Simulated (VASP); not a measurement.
# MgO (P6_3mc) in VASP: a series of runs

Runs on MgO. Level: PBE. Tasks: single point.

All numbers are computed with VASP 6.6.1; they aren't measurements. Logs are shortened: lines on timing, memory, paths and dates and some standing lists are left out, and cuts for length are marked.

## (1) The cell of the first run

Symmetry: P6_3mc, No. 186, hexagonal system. The conventional cell has a = 3.547 Å, b = 3.547 Å, c = 5.395 Å, α = 90.00°, β = 90.00°, γ = 120.00°. Mg (site symmetry 3m) has 4 O at 2.11 to 2.13 Å within 2.8 Å. O (site symmetry 3m) has 4 Mg at 2.11 to 2.13 Å within 2.8 Å.

## (2) Single point, PBE

INCAR

```
PREC = Accurate ; ENCUT = 520
EDIFF = 1E-7 ; ISMEAR = 0
SIGMA = 0.05 ; LREAL = False
LASPH = True ; NELM = 80
ALGO = Normal ; ISIF = 2
LWAVE = False ; LCHARG = True
GGA = PE ; LELF = True
LVHAR = True ; NBANDS = 16
```

KPOINTS

```
Automatic mesh
0
Gamma
  9 9 6
```

POSCAR

```
MgO
1.0
    3.5474000000      0.0000000000      0.0000000000
   -1.7737000000      3.0721385174      0.0000000000
    0.0000000000      0.0000000000      5.3947000000
Mg O
2 2
Direct
    0.3333333333      0.6666666667      0.0063188013
    0.6666666667      0.3333333333      0.5063188013
    0.3333333333      0.6666666667      0.3982811987
    0.6666666667      0.3333333333      0.8982811987
```

Potentials or basis: VASP PAW PBE potentials, release 64 (Mg, O).

The run is started by

```sh
> cat potpaw_PBE.64/Mg/POTCAR potpaw_PBE.64/O/POTCAR > POTCAR
> mpirun -np 1 vasp_std > vasp.out
```

OUTCAR:

```text
PREC = Accurate
   ENCUT = 520
   EDIFF = 1E-7
   ISMEAR = 0
   LREAL = False
   LASPH = True
   NELM = 80
   ISIF = 2
   GGA = PE

 ion  position               nearest neighbor table
   1  0.333  0.667  0.006-   3 2.11   4 2.13   4 2.13   4 2.13   2 3.39   2 3.39   2 3.39   2 3.39
                             2 3.39   2 3.39
   2  0.667  0.333  0.506-   4 2.11   3 2.13   3 2.13   3 2.13   1 3.39   1 3.39   1 3.39   1 3.39
                             1 3.39   1 3.39
   3  0.333  0.667  0.398-   1 2.11   2 2.13   2 2.13   2 2.13
   4  0.667  0.333  0.898-   2 2.11   1 2.13   1 2.13   1 2.13

  LATTYP: Found a hexagonal cell.
 ALAT       =     3.5474000000
 C/A-ratio  =     1.5207475898

  Lattice vectors:

 A1 = (   3.5474000000,   0.0000000000,   0.0000000000)
 A2 = (  -1.7737000000,   3.0721385174,   0.0000000000)
 A3 = (   0.0000000000,   0.0000000000,   5.3947000000)

Analysis of symmetry for initial positions (statically):
=====================================================================
 Subroutine PRICEL returns:
 Original cell was already a primitive cell.

 Routine SETGRP: Setting up the symmetry group for a
 hexagonal supercell.

 Subroutine GETGRP returns: Found 12 space group operations
 (whereof  6 operations were pure point group operations)
 out of a pool of 24 trial point group operations.

The static configuration has the point symmetry C_3v.
 The point group associated with its full space group is C_6v.

Analysis of symmetry for dynamics (positions and initial velocities):
=====================================================================
 Subroutine PRICEL returns:
 Original cell was already a primitive cell.

 Routine SETGRP: Setting up the symmetry group for a
 hexagonal supercell.

 Subroutine GETGRP returns: Found 12 space group operations
 (whereof  6 operations were pure point group operations)
 out of a pool of 24 trial point group operations.

The dynamic configuration has the point symmetry C_3v.
 The point group associated with its full space group is C_6v.

 Subroutine INISYM returns: Found 12 space group operations
 (whereof  6 operations are pure point group operations),
 and found     1 'primitive' translations

----------------------------------------------------------------------------------------

                                     Primitive cell

  volume of cell :      58.7920

  direct lattice vectors                    reciprocal lattice vectors
     3.547400000  0.000000000  0.000000000     0.281896600  0.162753078  0.000000000
    -1.773700000  3.072138517  0.000000000     0.000000000  0.325506156  0.000000000
     0.000000000  0.000000000  5.394700000     0.000000000  0.000000000  0.185367120

  length of vectors
     3.547400000  3.547400000  5.394700000     0.325506156  0.325506156  0.185367120

  position of ions in fractional coordinates (direct lattice)
     0.333333333  0.666666667  0.006318801
     0.666666667  0.333333333  0.506318801
     0.333333333  0.666666667  0.398281199
     0.666666667  0.333333333  0.898281199

  ion indices of the primitive-cell ions
   primitive index   ion index
                 1           1
                 2           2
                 3           3
                 4           4

----------------------------------------------------------------------------------------

 KPOINTS: Automatic mesh

Automatic generation of k-mesh.
 Grid dimensions read from file:
 generate k-points for:    9    9    6

 Generating k-lattice:

  Cartesian coordinates                     Fractional coordinates (reciprocal lattice)
     0.031321844  0.018083675  0.000000000     0.111111111 -0.000000000  0.000000000
     0.000000000  0.036167351  0.000000000     0.000000000  0.111111111  0.000000000
     0.000000000  0.000000000  0.030894520     0.000000000  0.000000000  0.166666667

  Length of vectors
     0.036167351  0.036167351  0.030894520

  Shift w.r.t. Gamma in fractional coordinates (k-lattice)
     0.000000000  0.000000000  0.000000000

 Subroutine IBZKPT returns following result:
 ===========================================

 Found     48 irreducible k-points:

 Following reciprocal coordinates:
            Coordinates               Weight
  0.000000  0.000000  0.000000      1.000000
  0.111111  0.000000  0.000000      6.000000
  0.222222  0.000000  0.000000      6.000000
  0.333333  0.000000  0.000000      6.000000
  0.444444  0.000000  0.000000      6.000000
  0.111111  0.111111  0.000000      6.000000
[... 16 lines left out ...]
  0.333333  0.222222  0.166667     24.000000
  0.333333  0.333333  0.166667      4.000000
 [... further k-points ...]
   k-points           NKPTS =     48   k-points in BZ     NKDIM =     48   number of bands    NBANDS=     16
   number of dos      NEDOS =    301   number of ions     NIONS =      4
   total plane-waves  NPLWV =  31360
   dimension x,y,z NGX =    28 NGY =   28 NGZ =   40
   dimension x,y,z NGXF=    56 NGYF=   56 NGZF=   80
   ions per type =               2   2
   NGX,Y,Z   is equivalent  to a cutoff of  13.12, 13.12, 12.33 a.u.
   NGXF,Y,Z  is equivalent  to a cutoff of  26.24, 26.24, 24.65 a.u.
 SYSTEM =  unknown system
   PREC   = accura    normal or accurate (medium, high low for compatibility)
   ISTART =      0    job   : 0-new  1-cont  2-samecut
   ICHARG =      2    charge: 1-file 2-atom 10-const
   ISPIN  =      1    spin polarized calculation?
   LNONCOLLINEAR =      F non collinear calculations
   LSORBIT =      F    spin-orbit coupling
   LASPH  =      T    aspherical Exc in radial PAW
   ENCUT  =  520.0 eV  38.22 Ry    6.18 a.u.   6.60  6.60 10.03*2*pi/ulx,y,z
   NELM   =     80;   NELMIN=  2; NELMDL= -5     # of ELM steps
   EDIFF  = 0.1E-06   stopping-criterion for ELM
   LREAL  =      F    real-space projection
   EDIFFG = 0.1E-05   stopping-criterion for IOM
   NSW    =      0    number of steps for IOM
   IBRION =     -1    ionic relax: 0-MD 1-quasi-New 2-CG
   NFREE  =      0    steps in history (QN), initial steepest desc. (CG)
   ISIF   =      2    stress and relaxation
   ISYM   =      2    0-nonsym 1-usesym 2-fastsym
   POTIM  = 0.5000    time-step for ionic-motion
   TEBEG  =    0.0;   TEEND  =   0.0 temperature during run
   PSTRESS=    0.0 pullay stress
   NELECT =      16.0000    total number of electrons
   NUPDOWN=      -1.0000    fix difference up-down
   EMIN   =  10.00;   EMAX   =-10.00  energy-range for DOS
   EFERMI =   0.00;   METHOD = LEGACY
   ISMEAR =     0;   SIGMA  =   0.05  broadening in eV -4-tet -1-fermi 0-gaus
   EFERMI_NEDOS =   21; number of points for ismear=-14 and -15
   IALGO  =     38    algorithm
   IMIX   =      4    mixing-type and parameters
     AMIX     =   0.40;   BMIX     =  1.00
     AMIX_MAG =   1.60;   BMIX_MAG =  1.00
  volume/ion in A,a.u.               =      14.70        99.19
  Fermi-wavevector in a.u.,A,eV,Ry     =   1.060902  2.004815 15.313545  1.125514
  Thomas-Fermi vector in A             =   2.196300
   LORBIT       =      0    0 simple, 1 ext, 2 COOP (PROOUT), +10 PAW based schemes
   GGA     = PE    functional components
   LHFCALC =     F    Hartree Fock is set to
   AEXX    =    0.0000 exact exchange contribution
   IVDW    =     0    specifies the selected vdW correction
   LEPSILON=     F    determine dielectric tensor
   LRPA    =     F    only Hartree local field effects (RPA)
 non-spin polarized calculation
 Gauss-broadening in eV      SIGMA  =   0.05
  energy-cutoff  :      520.00
  volume of cell :       58.79
 maximum number of plane-waves:      1612
 NGX is ok and might be reduce to    28
   NGX = 13   NGY = 13   NGZ = 21

 number of electron      15.9999992 magnetization

 Free energy of the ion-electron system (eV)
  ---------------------------------------------------
  ext. energy  EPLUGINS =         0.00000000
  ---------------------------------------------------
  free energy    TOTEN  =       -22.96502668 eV

  energy without entropy =      -22.96502668  energy(sigma->0) =      -22.96502668

 E-fermi :   0.2476     XC(G=0):  -8.8389

 val. band max:        0.0199838937   @ k =   0.0000   0.0000   0.0000
 cond. band min:       2.4692366306   @ k =   0.0000   0.0000   0.0000
 fundamental gap:      2.4492527369
 Fermi energy:         0.2475538832

 k-point     1 :       0.0000    0.0000    0.0000
  band No.  band energies     occupation
      1     -15.5630      2.00000
      2     -15.0717      2.00000
      3      -2.6053      2.00000
      4      -0.5384      2.00000
      5      -0.5384      2.00000
      6      -0.2535      2.00000
[... 8 lines left out ...]
     15      14.3237      0.00000
     16      14.7169      0.00000

 k-point     2 :       0.1111    0.0000    0.0000
  band No.  band energies     occupation
      1     -15.5247      2.00000
      2     -15.0590      2.00000
      3      -2.5060      2.00000
      4      -0.7978      2.00000
      5      -0.6049      2.00000
      6      -0.5998      2.00000
[... 8 lines left out ...]
     15      14.2868      0.00000
     16      14.5134      0.00000

 k-point     3 :       0.2222    0.0000    0.0000
  band No.  band energies     occupation
      1     -15.4220      2.00000
      2     -15.0306      2.00000
      3      -2.2262      2.00000
      4      -1.4791      2.00000
      5      -1.0813      2.00000
      6      -0.7501      2.00000
[... 8 lines left out ...]
     15      13.1434      0.00000
     16      13.7854      0.00000

 k-point     4 :       0.3333    0.0000    0.0000
  band No.  band energies     occupation
      1     -15.2907      2.00000
      2     -15.0094      2.00000
      3      -2.0903      2.00000
      4      -1.8252      2.00000
      5      -1.5061      2.00000
      6      -0.8938      2.00000
[... 8 lines left out ...]
     15      13.0839      0.00000
     16      13.5217      0.00000
[... 324 lines left out ...]
 k-point    22 :       0.2222    0.2222    0.1667
  band No.  band energies     occupation
      1     -15.2107      2.00000
      2     -15.0209      2.00000
      3      -2.1025      2.00000
      4      -1.9867      2.00000
      5      -1.1957      2.00000
      6      -1.1541      2.00000
[... 8 lines left out ...]
     15      11.7182      0.00000
     16      14.2520      0.00000

 k-point    23 :       0.3333    0.2222    0.1667
  band No.  band energies     occupation
      1     -15.1235      2.00000
      2     -15.0297      2.00000
      3      -2.2399      2.00000
      4      -1.8702      2.00000
      5      -1.4940      2.00000
      6      -0.9723      2.00000
[... 8 lines left out ...]
     15      11.9646      0.00000
     16      13.9197      0.00000

 k-point    24 :       0.3333    0.3333    0.1667
  band No.  band energies     occupation
      1     -15.0630      2.00000
      2     -15.0630      2.00000
      3      -2.0570      2.00000
      4      -1.7976      2.00000
      5      -1.7976      2.00000
      6      -1.0645      2.00000
[... 8 lines left out ...]
     15      12.1590      0.00000
     16      14.4781      0.00000

 [... further k-points ...]

------------------------ aborting loop because EDIFF is reached ----------------------------------------

  FORCE on cell =-STRESS in cart. coord.  units (eV):
  Direction    XX          YY          ZZ          XY          YZ          ZX
  --------------------------------------------------------------------------------------
  -------------------------------------------------------------------------------------
  Total       -5.9683876     -5.9683876     -4.8151393      0.0000000      0.0000000      0.0000000
  in kB     -162.6482322   -162.6482322   -131.2203482      0.0000000      0.0000000      0.0000000
  external PRESSURE =    -152.1722709 kB  Pullay stress =       0.0000000 kB

 VOLUME and BASIS-vectors are now :
 -----------------------------------------------------------------------------
  energy-cutoff  :      520.00
  volume of cell :       58.79
      direct lattice vectors                 reciprocal lattice vectors
     3.547400000  0.000000000  0.000000000     0.281896600  0.162753078  0.000000000
    -1.773700000  3.072138517  0.000000000     0.000000000  0.325506156  0.000000000
     0.000000000  0.000000000  5.394700000     0.000000000  0.000000000  0.185367120

 POSITION                                       TOTAL-FORCE (eV/Angst)
 -----------------------------------------------------------------------------------
     -0.00000      2.04809      0.03409        -0.000000     -0.000000      0.051957
      1.77370      1.02405      2.73144         0.000000     -0.000000      0.051957
     -0.00000      2.04809      2.14861         0.000000      0.000000     -0.051957
      1.77370      1.02405      4.84596        -0.000000     -0.000000     -0.051957
 -----------------------------------------------------------------------------------
    total drift:                               -0.000000     -0.000000      0.000469

  FREE ENERGIE OF THE ION-ELECTRON SYSTEM (eV)
  ---------------------------------------------------
  free  energy   TOTEN  =       -22.9650266818 eV

  energy  without entropy=      -22.9650266818  energy(sigma->0) =      -22.96502668
```

Run time: 21 s. Hardware: 1 thread of Intel Xeon 6975P-C (Granite Rapids), shared host; peak memory 0.2 GiB.

Results:

```yaml
Free_energy: -22.9650 eV
Pressure: -15.2 GPa
Largest_force: 0.052 eV/Å
Band_gap_on_the_k_mesh: 2.45 eV, direct
```

Forces on the atoms (eV/Å):
```
Mg   0.000  0.000  0.052
Mg   0.000  0.000  0.052
O    0.000  0.000 -0.052
O    0.000  0.000 -0.052
```

Stress tensor (GPa, compression positive):
```
-16.26   0.00   0.00
  0.00 -16.26   0.00
  0.00   0.00 -13.12
```

A k mesh can miss the band edges. PBE gaps usually lie below the measured ones, often by a third to a half.

## (3) Single point, PBE

This run uses another cell than the first one, of 11.08 Å³/atom, 0.754 times its volume.

INCAR

```
PREC = Accurate
ENCUT = 520
EDIFF = 1E-6
ISMEAR = 0
SIGMA = 0.05
LREAL = F
LASPH = T
NELM = 60
ALGO = Normal
ISIF = 2
LWAVE = F
LCHARG = F
GGA = PE
NBANDS = 16
```

KPOINTS is that of step 2.

POSCAR

```
MgO
1.0
    3.1606000000      0.0000000000      0.0000000000
   -1.5803000000      2.7371598912      0.0000000000
    0.0000000000      0.0000000000      5.1215474299
Mg O
2 2
Direct
    0.3333333333      0.6666666667      0.0063188013
    0.6666666667      0.3333333333      0.5063188013
    0.3333333333      0.6666666667      0.3982811987
    0.6666666667      0.3333333333      0.8982811987
```

Potentials or basis: VASP PAW PBE potentials, release 64 (Mg, O).

The run is started by

```sh
> cat potpaw_PBE.64/Mg/POTCAR potpaw_PBE.64/O/POTCAR > POTCAR
> mpirun -np 1 vasp_std > vasp.out
```

Run time: 22 s. Hardware: 1 thread of Intel Xeon Platinum 8488C (Sapphire Rapids), shared host; peak memory 0.17 GiB.

Results (log left out):

```yaml
Free_energy: -23.3038 eV
Pressure: 14.0 GPa
Largest_force: 0.517 eV/Å
Band_gap_on_the_k_mesh: 4.02 eV, direct
```

Forces in eV/Å, atoms in the order of the input:
```
Mg   0.000  0.000  0.517
Mg   0.000  0.000  0.517
O    0.000  0.000 -0.517
O    0.000  0.000 -0.517
```

Stress tensor (GPa, compression positive):
```
18.58  0.00  0.00
 0.00 18.58  0.00
 0.00  0.00  4.84
```

Levels at points of the mesh, in eV from the valence-band top:
| k point | band 6 | band 7 | band 8 | band 9 | band 10 | band 11 |
| --- | --- | --- | --- | --- | --- | --- |
| (0.00, 0.00, 0.00) | -0.20 | -0.20 | 0.00 | 4.02 | 9.27 | 10.60 |
| (0.00, 0.00, 0.50) | -0.32 | -0.32 | -0.32 | 6.53 | 6.53 | 13.51 |

A k mesh can miss the band edges.

## (4) Single point, PBE

This run uses another cell than the first one, of 11.32 Å³/atom, 0.770 times its volume.

INCAR: that of step 3 with these lines changed.

```diff
@@ -7,3 +7,3 @@
 LASPH = T
-NELM = 60
+NELM = 100
 ALGO = Normal
```

KPOINTS is that of step 3.

POSCAR

```
MgO
1.0
    3.2379000000      0.0000000000      0.0000000000
   -1.6189500000      2.8041036549      0.0000000000
    0.0000000000      0.0000000000      4.9850000000
Mg O
2 2
Direct
    0.3333333333      0.6666666667      0.0063188013
    0.6666666667      0.3333333333      0.5063188013
    0.3333333333      0.6666666667      0.3982811987
    0.6666666667      0.3333333333      0.8982811987
```

The run is started by

```sh
> cat potpaw_PBE.64/Mg/POTCAR potpaw_PBE.64/O/POTCAR > POTCAR
> mpirun -np 1 vasp_std > vasp.out
```

Wall time 26 s (1 thread of Intel Xeon Platinum 8488C (Sapphire Rapids), shared host); peak memory 0.17 GiB.

The run converged. Its results:

- Free energy: -23.4399 eV
- Pressure: 9.5 GPa
- Largest force: 0.094 eV/Å
- Band gap on the k mesh: 3.80 eV, direct

Forces in eV/Å, atoms in the order of the input:
```
Mg   0.000  0.000 -0.094
Mg   0.000  0.000 -0.094
O    0.000  0.000  0.094
O    0.000  0.000  0.094
```

Stress tensor (GPa, compression positive):
```
9.56 0.00 0.00
0.00 9.56 0.00
0.00 0.00 9.25
```

Levels at points of the mesh, in eV from the valence-band top:
```tsv
k point	band 5	band 6	band 7	band 8	band 9	band 10	band 11	band 12
(0.00, 0.00, 0.00)	-0.65	-0.34	-0.34	0.00	3.80	8.89	10.63	14.67
(0.00, 0.00, 0.50)	-0.50	-0.50	-0.50	-0.50	6.30	6.30	13.54	13.54
```

## (5) Single point, PBE

This run uses another cell than the first one, of 11.38 Å³/atom, 0.775 times its volume.

INCAR

```
SYSTEM = MgO
PREC     = Accurate       ! precision mode
ENCUT    = 520            ! plane-wave cutoff, eV
EDIFF    = 1E-6           ! SCF threshold, eV
ISMEAR   = 0              ! smearing method
SIGMA    = 0.05           ! smearing width, eV
LREAL    = .FALSE.        ! projectors in reciprocal space
LASPH    = .TRUE.         ! aspherical terms in the spheres
NELM     = 80             ! most SCF steps
ALGO     = Normal         ! electronic algorithm
ISIF     = 2              ! what is computed and relaxed
LWAVE    = .FALSE.        ! write WAVECAR
LCHARG   = .FALSE.        ! write CHGCAR
GGA      = PE             ! functional
NBANDS   = 16             ! bands
```

KPOINTS

```
Automatic mesh
0
G
  9 9 6
  0 0 0
```

POSCAR

```
MgO
1.0
    3.0832000000      0.0000000000      0.0000000000
   -1.5416000000      2.6701295249      0.0000000000
    0.0000000000      0.0000000000      5.5313000000
Mg O
2 2
Direct
    0.3333333333      0.6666666667      0.0063188013
    0.6666666667      0.3333333333      0.5063188013
    0.3333333333      0.6666666667      0.3982811987
    0.6666666667      0.3333333333      0.8982811987
```

The run is started by

```sh
> cat potpaw_PBE.64/Mg/POTCAR potpaw_PBE.64/O/POTCAR > POTCAR
> mpirun -np 1 vasp_std > vasp.out
```

It took 28 s on 1 thread of Intel Xeon Platinum 8488C (Sapphire Rapids), shared host; peak memory 0.17 GiB.

It converged, with:

```yaml
Free_energy: -22.9473 eV
Pressure: 14.2 GPa
Largest_force: 1.187 eV/Å
Band_gap_on_the_k_mesh: 3.82 eV, direct
```

Forces on the atoms (eV/Å):
```
Mg   0.000  0.000  1.187
Mg   0.000  0.000  1.187
O    0.000  0.000 -1.187
O    0.000  0.000 -1.187
```

Stress tensor (GPa, compression positive):
```
25.48  0.00  0.00
 0.00 25.48  0.00
 0.00  0.00 -8.49
```

Levels at points of the mesh, in eV from the valence-band top:
```
           k point  band 5  band 6  band 7  band 8  band 9  band 10  band 11  band 12
(0.00, 0.00, 0.00)   -0.13   -0.13    0.00    0.00    3.82     9.39     9.84    15.51
(0.00, 0.00, 0.50)   -0.07   -0.07   -0.07   -0.07    6.31     6.31    12.80    12.80
```

Caveat: forces of over 1 eV/Å act on the atoms, so gaps and moduli don't describe the material at rest.

(Part 1 of 2 ends here.)
